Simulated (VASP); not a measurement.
Runs of VASP 6.6.1 on Sb. The structure is that of space group I4/mcm (No. 140), or close to it. The cells are those of the table. 

```csv
level,potentials or basis,cell,k mesh,gap on the mesh (eV),pressure (GPa),largest force (eV/Å)
r2SCAN,"VASP PAW PBE potentials, release 64 (Sb)","a = 6.049 Å, angles 96.4, 96.4, 140.9°, 4 atoms",4 × 4 × 4,none,0.4,0.15
r2SCAN,"VASP PAW PBE potentials, release 64 (Sb)","a = 6.008 Å, angles 96.4, 96.4, 140.9°, 4 atoms",7 × 7 × 7,none,1.8,0.09
LDA,"VASP PAW LDA potentials, release 64 (Sb)","a = 6.089 Å, angles 96.4, 96.4, 140.9°, 4 atoms",7 × 7 × 7,none,-2.6,0.07
LDA,"VASP PAW LDA potentials, release 64 (Sb)","a = 6.008 Å, angles 96.4, 96.4, 140.9°, 4 atoms",7 × 7 × 7,none,-0.6,(b)
PBE,"VASP PAW PBE potentials, release 64 (Sb)","a = 6.008 Å, angles 96.4, 96.4, 140.9°, 4 atoms",7 × 7 × 7,none,2.7,0.03
r2SCAN,"VASP PAW PBE potentials, release 64 (Sb)","a = 5.925 Å, angles 96.4, 96.4, 140.9°, 4 atoms",7 × 7 × 7,none,4.5,0.16
LDA,"VASP PAW LDA potentials, release 64 (Sb)","a = 6.049 Å, angles 96.4, 96.4, 140.9°, 4 atoms",7 × 7 × 7,none,-1.7,0.04
PBE,"VASP PAW PBE potentials, release 64 (Sb)","a = 5.925 Å, angles 96.4, 96.4, 140.9°, 4 atoms",7 × 7 × 7,none,5.4,0.10
PBEsol,"VASP PAW PBE potentials, release 64 (Sb)","a = 6.035 Å, angles 96.2, 96.2, 141.6°, 4 atoms",7 × 7 × 7,none,(a),0.02
LDA,"VASP PAW LDA potentials, release 64 (Sb)","a = 6.128 Å, angles 96.4, 96.4, 140.9°, 4 atoms",7 × 7 × 7,none,-3.4,0.10
PBEsol,"VASP PAW PBE potentials, release 64 (Sb)","a = 6.008 Å, angles 96.4, 96.4, 140.9°, 4 atoms",7 × 7 × 7,none,0.4,0.02
PBEsol,"VASP PAW PBE potentials, release 64 (Sb)","a = 6.089 Å, angles 96.4, 96.4, 140.9°, 4 atoms",7 × 7 × 7,none,-1.6,0.08
```

Alike in all rows: task single point; no spin polarisation; cutoff (eV) 520; smearing fermi-dirac 0.05 eV.

Q: Fill in the values left out.

A: (a) 0.6; (b) 0.01.

Caveats: some runs use coarse meshes; spin-orbit coupling is left out, which moves the levels of the heavy elements; the PAW data sets were made with another functional, which shifts forces and pressure a little (some runs).

A k mesh can miss the band edges, and the runs leave out spin-orbit coupling on Sb.

A gap of «none» marks levels without a gap at the run's occupations.
